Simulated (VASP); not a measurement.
# Au (Cmcm) in VASP: notebook

Runs on Au. Level: r2SCAN. Tasks: single point.

Program: VASP 6.6.1. These are calculated values, not measurements. Logs are shortened: lines on timing, memory, paths and dates and some standing lists are left out, and cuts for length are marked.

### Step 1. The cell of the first run

It takes space group Cmcm (No. 63, orthorhombic). The conventional cell has a = 2.840 Å, b = 5.101 Å, c = 4.857 Å, α = 90.00°, β = 90.00°, γ = 90.00°. Au (site symmetry m2m) has 12 Au at 2.84 to 2.95 Å within 3.7 Å.

### Step 2. Single point, r2SCAN

The input, POSCAR:

```
Au
1.0
    1.4199310067     -2.5507036531      0.0000000000
    1.4199310067      2.5507036531      0.0000000000
    0.0000000000      0.0000000000      4.8568390303
Au
2
Direct
    0.6641465040      0.3358534960      0.2500000000
    0.3358534960      0.6641465040      0.7500000000
```

The input, INCAR.step1:

```
PREC = Accurate
ENCUT = 520
ISMEAR = 0
SIGMA = 0.15
LREAL = F
LASPH = T
NELM = 80
NBANDS = 18
GGA = PE
ALGO = Normal
EDIFF = 1E-4
LWAVE = T
LCHARG = F
```

The input, INCAR.step2:

```
PREC = Accurate
ENCUT = 520
EDIFF = 1E-6
ISMEAR = 0
SIGMA = 0.15
LREAL = F
LASPH = T
NELM = 80
ALGO = Normal
ISIF = 2
LWAVE = F
LCHARG = F
METAGGA = R2SCAN
LMIXTAU = T
NBANDS = 18
ISTART = 1
```

The input, KPOINTS:

```
Automatic mesh
0
Gamma
  14 14 8
```

Potentials or basis: VASP PAW PBE potentials, release 64 (Au).

The run is started by

```
$ cat potpaw_PBE.64/Au/POTCAR > POTCAR
$ cp INCAR.step1 INCAR
$ mpirun -np 1 vasp_std > vasp.out
$ cp INCAR.step2 INCAR
$ mpirun -np 1 vasp_std > vasp.out
```

OUTCAR:

```text
PREC = Accurate
   ENCUT = 520
   EDIFF = 1E-6
   ISMEAR = 0
   LREAL = F
   LASPH = T
   NELM = 80
   ISIF = 2
   METAGGA = R2SCAN
   ISTART = 1

 ion  position               nearest neighbor table
   1  0.664  0.336  0.250-   2 2.95   2 2.95   2 2.95   2 2.95   2 2.95   2 2.95
   2  0.336  0.664  0.750-   1 2.95   1 2.95   1 2.95   1 2.95   1 2.95   1 2.95

  LATTYP: Found a base centered orthorhombic cell.
 ALAT       =     2.8398620134
 B/A-ratio  =     1.7963574576
 C/A-ratio  =     1.7102376832

  Lattice vectors:

 A1 = (   1.4199310067,  -2.5507036531,   0.0000000000)
 A2 = (   1.4199310067,   2.5507036531,   0.0000000000)
 A3 = (   0.0000000000,   0.0000000000,   4.8568390303)

Analysis of symmetry for initial positions (statically):
=====================================================================
 Subroutine PRICEL returns:
 Original cell was already a primitive cell.

 Routine SETGRP: Setting up the symmetry group for a
 base centered orthorhombic supercell.

 Subroutine GETGRP returns: Found  8 space group operations
 (whereof  4 operations were pure point group operations)
 out of a pool of  8 trial point group operations.

The static configuration has the point symmetry C_2h.
 The point group associated with its full space group is D_2h.

Analysis of symmetry for dynamics (positions and initial velocities):
=====================================================================
 Subroutine PRICEL returns:
 Original cell was already a primitive cell.

 Routine SETGRP: Setting up the symmetry group for a
 base centered orthorhombic supercell.

 Subroutine GETGRP returns: Found  8 space group operations
 (whereof  4 operations were pure point group operations)
 out of a pool of  8 trial point group operations.

The dynamic configuration has the point symmetry C_2h.
 The point group associated with its full space group is D_2h.

 Subroutine INISYM returns: Found  8 space group operations
 (whereof  4 operations are pure point group operations),
 and found     1 'primitive' translations

----------------------------------------------------------------------------------------

                                     Primitive cell

  volume of cell :      35.1812

  direct lattice vectors                    reciprocal lattice vectors
     1.419931007 -2.550703653  0.000000000     0.352129785 -0.196024340  0.000000000
     1.419931007  2.550703653  0.000000000     0.352129785  0.196024340  0.000000000
     0.000000000  0.000000000  4.856839030     0.000000000  0.000000000  0.205895232

  length of vectors
     2.919296694  2.919296694  4.856839030     0.403014798  0.403014798  0.205895232

  position of ions in fractional coordinates (direct lattice)
     0.664146504  0.335853496  0.250000000
     0.335853496  0.664146504  0.750000000

  ion indices of the primitive-cell ions
   primitive index   ion index
                 1           1
                 2           2

----------------------------------------------------------------------------------------

 KPOINTS: Automatic mesh

Automatic generation of k-mesh.
 Grid dimensions read from file:
 generate k-points for:   14   14    8

 Generating k-lattice:

  Cartesian coordinates                     Fractional coordinates (reciprocal lattice)
     0.025152127 -0.014001739  0.000000000     0.071428571 -0.000000000  0.000000000
     0.025152127  0.014001739  0.000000000    -0.000000000  0.071428571  0.000000000
     0.000000000  0.000000000  0.025736904     0.000000000  0.000000000  0.125000000

  Length of vectors
     0.028786771  0.028786771  0.025736904

  Shift w.r.t. Gamma in fractional coordinates (k-lattice)
     0.000000000  0.000000000  0.000000000

 Subroutine IBZKPT returns following result:
 ===========================================

 Found    285 irreducible k-points:

 Following reciprocal coordinates:
            Coordinates               Weight
  0.000000  0.000000  0.000000      1.000000
  0.071429 -0.000000  0.000000      4.000000
  0.142857  0.000000  0.000000      4.000000
  0.214286  0.000000  0.000000      4.000000
  0.285714  0.000000  0.000000      4.000000
  0.357143 -0.000000  0.000000      4.000000
[... 16 lines left out ...]
  0.214286  0.142857  0.000000      4.000000
  0.285714  0.142857  0.000000      4.000000
 [... further k-points ...]
   k-points           NKPTS =    285   k-points in BZ     NKDIM =    285   number of bands    NBANDS=     18
   number of dos      NEDOS =    301   number of ions     NIONS =      2
   total plane-waves  NPLWV =  20736
   dimension x,y,z NGX =    24 NGY =   24 NGZ =   36
   dimension x,y,z NGXF=    48 NGYF=   48 NGZF=   72
   ions per type =               2
   NGX,Y,Z   is equivalent  to a cutoff of  13.67, 13.67, 12.32 a.u.
   NGXF,Y,Z  is equivalent  to a cutoff of  27.33, 27.33, 24.65 a.u.
 SYSTEM =  unknown system
   PREC   = accura    normal or accurate (medium, high low for compatibility)
   ISTART =      1    job   : 0-new  1-cont  2-samecut
   ICHARG =      0    charge: 1-file 2-atom 10-const
   ISPIN  =      1    spin polarized calculation?
   LNONCOLLINEAR =      F non collinear calculations
   LSORBIT =      F    spin-orbit coupling
   LASPH  =      T    aspherical Exc in radial PAW
   ENCUT  =  520.0 eV  38.22 Ry    6.18 a.u.   5.43  5.43  9.03*2*pi/ulx,y,z
   NELM   =     80;   NELMIN=  2; NELMDL=  0     # of ELM steps
   EDIFF  = 0.1E-05   stopping-criterion for ELM
   LREAL  =      F    real-space projection
   EDIFFG = 0.1E-04   stopping-criterion for IOM
   NSW    =      0    number of steps for IOM
   IBRION =     -1    ionic relax: 0-MD 1-quasi-New 2-CG
   NFREE  =      0    steps in history (QN), initial steepest desc. (CG)
   ISIF   =      2    stress and relaxation
   ISYM   =      2    0-nonsym 1-usesym 2-fastsym
   POTIM  = 0.5000    time-step for ionic-motion
   TEBEG  =    0.0;   TEEND  =   0.0 temperature during run
   PSTRESS=    0.0 pullay stress
   NELECT =      22.0000    total number of electrons
   NUPDOWN=      -1.0000    fix difference up-down
   EMIN   =  10.00;   EMAX   =-10.00  energy-range for DOS
   EFERMI =   0.00;   METHOD = LEGACY
   ISMEAR =     0;   SIGMA  =   0.15  broadening in eV -4-tet -1-fermi 0-gaus
   EFERMI_NEDOS =   21; number of points for ismear=-14 and -15
   IALGO  =     38    algorithm
   IMIX   =      4    mixing-type and parameters
     AMIX     =   0.40;   BMIX     =  1.00
     AMIX_MAG =   1.60;   BMIX_MAG =  1.00
  volume/ion in A,a.u.               =      17.59       118.71
  Fermi-wavevector in a.u.,A,eV,Ry     =   1.399949  2.645519 26.665459  1.959856
  Thomas-Fermi vector in A             =   2.522957
   LORBIT       =      0    0 simple, 1 ext, 2 COOP (PROOUT), +10 PAW based schemes
   METAGGA = R2SCAN    functional components
   LHFCALC =     F    Hartree Fock is set to
   AEXX    =    0.0000 exact exchange contribution
   IVDW    =     0    specifies the selected vdW correction
   LEPSILON=     F    determine dielectric tensor
   LRPA    =     F    only Hartree local field effects (RPA)
 non-spin polarized calculation
 Gauss-broadening in eV      SIGMA  =   0.15
  energy-cutoff  :      520.00
  volume of cell :       35.18
 maximum number of plane-waves:       967
 NGX is ok and might be reduce to    24
   NGX = 11   NGY = 11   NGZ = 19

 number of electron      22.0000000 magnetization

 Free energy of the ion-electron system (eV)
  ---------------------------------------------------
  ext. energy  EPLUGINS =         0.00000000
  ---------------------------------------------------
  free energy    TOTEN  =      -101.17333461 eV

  energy without entropy =     -101.16593004  energy(sigma->0) =     -101.16963233

 E-fermi :   8.8108     XC(G=0): -13.4003

 val. band max:        8.7904599249   @ k =   0.5000   0.0714   0.1250
 cond. band min:       8.8166248189   @ k =   0.5000   0.5000   0.2500
 fundamental gap:      0.0261648940
 Fermi energy:         8.8107764755

 k-point     1 :       0.0000    0.0000    0.0000
  band No.  band energies     occupation
      1      -0.9396      2.00000
      2       1.4131      2.00000
      3       3.8311      2.00000
      4       3.8851      2.00000
      5       4.2446      2.00000
      6       4.3746      2.00000
[... 10 lines left out ...]
     17      27.4107      0.00000
     18      28.3013      0.00000

 k-point     2 :       0.0714   -0.0000    0.0000
  band No.  band energies     occupation
      1      -0.7718      2.00000
      2       1.5520      2.00000
      3       3.7908      2.00000
      4       4.0164      2.00000
      5       4.2855      2.00000
      6       4.3960      2.00000
[... 10 lines left out ...]
     17      26.7819      0.00000
     18      27.4748      0.00000

 k-point     3 :       0.1429    0.0000    0.0000
  band No.  band energies     occupation
      1      -0.2876      2.00000
      2       1.9223      2.00000
      3       3.6807      2.00000
      4       4.2424      2.00000
      5       4.3407      2.00000
      6       4.5421      2.00000
[... 10 lines left out ...]
     17      26.0784      0.00000
     18      27.6248      0.00000

 k-point     4 :       0.2143    0.0000    0.0000
  band No.  band energies     occupation
      1       0.4396      2.00000
      2       2.3182      2.00000
      3       3.6148      2.00000
      4       3.8801      2.00000
      5       4.0944      2.00000
      6       4.6080      2.00000
[... 375 lines left out ...]
      4       3.6171      2.00000
      5       4.1070      2.00000
      6       4.2833      2.00000
[... 10 lines left out ...]
     17      26.5437      0.00000
     18      27.1581      0.00000

 k-point    23 :       0.2143    0.1429    0.0000
  band No.  band energies     occupation
      1       1.6773      2.00000
      2       2.7708      2.00000
      3       3.1408      2.00000
      4       3.3784      2.00000
      5       4.0511      2.00000
      6       4.1319      2.00000
[... 10 lines left out ...]
     17      24.5538      0.00000
     18      25.4476      0.00000

 k-point    24 :       0.2857    0.1429    0.0000
  band No.  band energies     occupation
      1       2.2207      2.00000
      2       2.5600      2.00000
      3       2.7777      2.00000
      4       3.7987      2.00000
      5       3.9210      2.00000
      6       4.3961      2.00000
[... 10 lines left out ...]
     17      22.9967      0.00000
     18      24.3849      0.00000

 [... further k-points ...]

------------------------ aborting loop because EDIFF is reached ----------------------------------------

  FORCE on cell =-STRESS in cart. coord.  units (eV):
  Direction    XX          YY          ZZ          XY          YZ          ZX
  --------------------------------------------------------------------------------------
  -------------------------------------------------------------------------------------
  Total        0.0457174      0.0660385      0.0554024      0.0000000      0.0000000      0.0000000
  in kB        2.0820032      3.0074374      2.5230651      0.0000000      0.0000000      0.0000000
  external PRESSURE =       2.5375019 kB  Pullay stress =       0.0000000 kB

 VOLUME and BASIS-vectors are now :
 -----------------------------------------------------------------------------
  energy-cutoff  :      520.00
  volume of cell :       35.18
      direct lattice vectors                 reciprocal lattice vectors
     1.419931007 -2.550703653  0.000000000     0.352129785 -0.196024340  0.000000000
     1.419931007  2.550703653  0.000000000     0.352129785  0.196024340  0.000000000
     0.000000000  0.000000000  4.856839030     0.000000000  0.000000000  0.205895232

 POSITION                                       TOTAL-FORCE (eV/Angst)
 -----------------------------------------------------------------------------------
      1.41993     -0.83738      1.21421         0.000000      0.005534      0.000000
      1.41993      0.83738      3.64263         0.000000     -0.005534     -0.000000
 -----------------------------------------------------------------------------------
    total drift:                                0.000000      0.000000      0.000000

  FREE ENERGIE OF THE ION-ELECTRON SYSTEM (eV)
  ---------------------------------------------------
  free  energy   TOTEN  =      -101.1733346120 eV

  energy  without entropy=     -101.1659300409  energy(sigma->0) =     -101.16963233
```

It took 7 min on 1 thread of Intel Xeon Platinum 8259CL at 2.50GHz (Skylake/Cascade Lake), shared host; peak memory 0.28 GiB.

What came out:

| Item | Value |
| --- | --- |
| Free energy | -101.1733 eV |
| Pressure | 0.3 GPa |
| Largest force | 0.006 eV/Å |
| Band gap on the k mesh | zero (bands 11 and 12 overlap by 6.77 eV) |

Forces in eV/Å, atoms in the order of the input:
```
Au   0.000  0.006  0.000
Au   0.000 -0.006  0.000
```

Levels at points of the mesh, in eV from the Fermi level:
```
           k point  band 8  band 9  band 10  band 11  band 12  band 13  band 14  band 15
(0.00, 0.00, 0.00)   -3.80   -3.62    -2.38    -2.37    -0.84     2.59    15.35    16.50
(0.50, 0.00, 0.00)   -2.18   -2.04    -1.87     0.49     1.72     6.07     7.60     7.62
(0.50, 0.50, 0.00)   -2.12   -2.12    -1.93     0.29     1.28     5.79     7.16     7.42
(0.00, 0.00, 0.50)   -4.51   -2.89    -2.89    -2.76    -2.76    10.91    10.91    15.65
(0.50, 0.00, 0.50)   -2.57   -1.92    -1.92     0.78     0.78     4.12     4.12    13.73
(0.50, 0.50, 0.50)   -2.51   -2.01    -2.01     0.42     0.42     3.67     3.67    13.45
```

Caveat: the PAW data sets were made with another functional, which shifts forces and pressure a little; spin-orbit coupling is left out, which moves the levels of the heavy elements.

### Step 3. Single point, r2SCAN

This run uses another cell than the first one, of 16.25 Å³/atom.

The input, POSCAR:

```
Au
1.0
    1.3897340032     -2.4798729151      0.0000000000
    1.3897340032      2.4798729151      0.0000000000
    0.0000000000      0.0000000000      4.7153991904
Au
2
Direct
    0.6630194643      0.3369805357      0.2500000000
    0.3369805357      0.6630194643      0.7500000000
```

The input, INCAR.step1:

```
SYSTEM = Au
PREC     = Accurate       ! precision mode
ENCUT    = 520            ! plane-wave cutoff, eV
ISMEAR   = 0              ! smearing method
SIGMA    = 0.1            ! smearing width, eV
LREAL    = .FALSE.        ! projectors in reciprocal space
LASPH    = .TRUE.         ! aspherical terms in the spheres
NELM     = 60             ! most SCF steps
NBANDS   = 18             ! bands
GGA      = PE             ! functional
ALGO     = Normal         ! electronic algorithm
EDIFF    = 1E-4           ! SCF threshold, eV
LWAVE    = .TRUE.         ! write WAVECAR
LCHARG   = .FALSE.        ! write CHGCAR
```

The input, INCAR.step2:

```
SYSTEM = Au
PREC     = Accurate       ! precision mode
ENCUT    = 520            ! plane-wave cutoff, eV
EDIFF    = 1E-6           ! SCF threshold, eV
ISMEAR   = 0              ! smearing method
SIGMA    = 0.1            ! smearing width, eV
LREAL    = .FALSE.        ! projectors in reciprocal space
LASPH    = .TRUE.         ! aspherical terms in the spheres
NELM     = 60             ! most SCF steps
ALGO     = Normal         ! electronic algorithm
ISIF     = 2              ! what is computed and relaxed
LWAVE    = .FALSE.        ! write WAVECAR
LCHARG   = .TRUE.         ! write CHGCAR
METAGGA  = R2SCAN         ! meta-GGA
LMIXTAU  = .TRUE.       
LELF     = .TRUE.         ! ELF
LVHAR    = .TRUE.       
NBANDS   = 18             ! bands
ISTART   = 1
```

The input, KPOINTS:

```
Automatic mesh
0
G
  16 16 10
  0 0 0
```

Potentials or basis: VASP PAW PBE potentials, release 64 (Au).

The run is started by

```
$ cat potpaw_PBE.64/Au/POTCAR > POTCAR
$ cp INCAR.step1 INCAR
$ mpirun -np 1 vasp_std > vasp.out
$ cp INCAR.step2 INCAR
$ mpirun -np 1 vasp_std > vasp.out
```

Run time: 11 min. Hardware: 1 thread of Intel Xeon Platinum 8259CL at 2.50GHz (Skylake/Cascade Lake), shared host; peak memory 0.33 GiB.

The run converged. Its results:

```
Free energy            : -101.0528 eV
Pressure               : 15.5 GPa
Band gap on the k mesh : zero (bands 11 and 12 overlap by 7.30 eV)
```

Stress tensor (GPa, compression positive):
```
15.56  0.00  0.00
 0.00 15.44  0.00
 0.00  0.00 15.45
```

Levels at points of the mesh, in eV from the Fermi level:
```tsv
k point	band 9	band 10	band 11	band 12	band 13	band 14
(0.00, 0.00, 0.00)	-3.90	-2.48	-2.42	-1.19	3.09	15.32
(0.50, 0.00, 0.00)	-2.07	-1.88	0.47	1.91	6.32	7.88
(0.50, 0.50, 0.00)	-2.15	-1.92	0.35	1.49	6.14	7.82
(0.00, 0.00, 0.50)	-3.04	-3.04	-2.90	-2.90	11.61	11.61
(0.50, 0.00, 0.50)	-1.95	-1.95	0.60	0.60	4.55	4.55
(0.50, 0.50, 0.50)	-2.02	-2.02	0.24	0.24	4.21	4.21
```

Caveat: the cell stands under pressure; the PAW data sets were made with another functional, which shifts forces and pressure a little; spin-orbit coupling is left out, which moves the levels of the heavy elements.

The gap in the log of VASP goes by the Fermi energy; the results here count the filled bands.